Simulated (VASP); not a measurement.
Write the native input for VASP 6.6.1 that does the following.

```
Task                   : single point
Functional             : LDA
Potentials or basis    : VASP PAW LDA potentials, release 64 (Pt, Se)
Cutoff                 : 520 eV
k mesh                 : 6 × 6 × 6
Occupations            : gaussian, width 0.05 eV
Spin                   : collinear spin
Starting moments       : [4.0, 0.0, 0.0] μB
Hubbard terms          : Pt d U = 6.0 eV, J = 0.7 eV
Dipole correction      : no
LDAUTYPE               : 1
Hund's J               : 0.7
Further INCAR settings : ALGO = Normal; EDIFF = 1e-07; NBANDS = 22
```

The structure of PtSe2 lies in POSCAR:

```
PtSe2
1.0
    1.9137262300      1.1048903500      5.7859151500
   -1.9137262300      1.1048903500      5.7859151500
    0.0000000000     -2.2097807100      5.7859151500
Pt Se
1 2
Direct
    0.0000000000      0.0000000000      0.0000000000
    0.2520000000      0.2520000000      0.2520000000
    0.7480000000      0.7480000000      0.7480000000
```

One way to write it, as run:

INCAR

```
SYSTEM = PtSe2
  PREC = Accurate
  ENCUT = 520
  EDIFF = 1E-7
  ISMEAR = 0
  SIGMA = 0.05
  LREAL = .False.
  LASPH = .True.
  NELM = 150
  ALGO = Normal
  ISIF = 2
  LWAVE = .False.
  LCHARG = .False.
  ISPIN = 2
  MAGMOM = 4 0 0
  LORBIT = 11
  LMAXMIX = 4
  LDAU = .True.
  LDAUTYPE = 1
  LDAUL = 2 -1
  LDAUU = 6 0
  LDAUJ = 0.7 0
  LDAUPRINT = 1
  NBANDS = 22
```

KPOINTS

```
Automatic mesh
0
Gamma
  6 6 6
  0 0 0
```

Potentials or basis: VASP PAW LDA potentials, release 64 (Pt, Se).

Launch:

```sh
$ cat potpaw_LDA.64/Pt/POTCAR potpaw_LDA.64/Se/POTCAR > POTCAR
$ mpirun -np 1 vasp_std > vasp.out
```

It gave:

The pressure is -14.8 GPa. The largest force is 1.872 eV/Å. The band gap on the k mesh is 0.01 eV (least direct gap 0.66 eV) and the net moment is 0.00 μB per cell. The valence electrons inside the program's atomic spheres are Pt 9.42; Se 3.68.

Caveat: the cell stands under tension; the smearing spreads over this small gap; spin-orbit coupling is left out, which moves the levels of the heavy elements; forces of over 1 eV/Å act on the atoms, so gaps and moduli don't describe the material at rest.

Wall time 7.5 min on 1 thread of AMD EPYC 7R13, with other jobs on the host, peak memory 0.3 GiB.
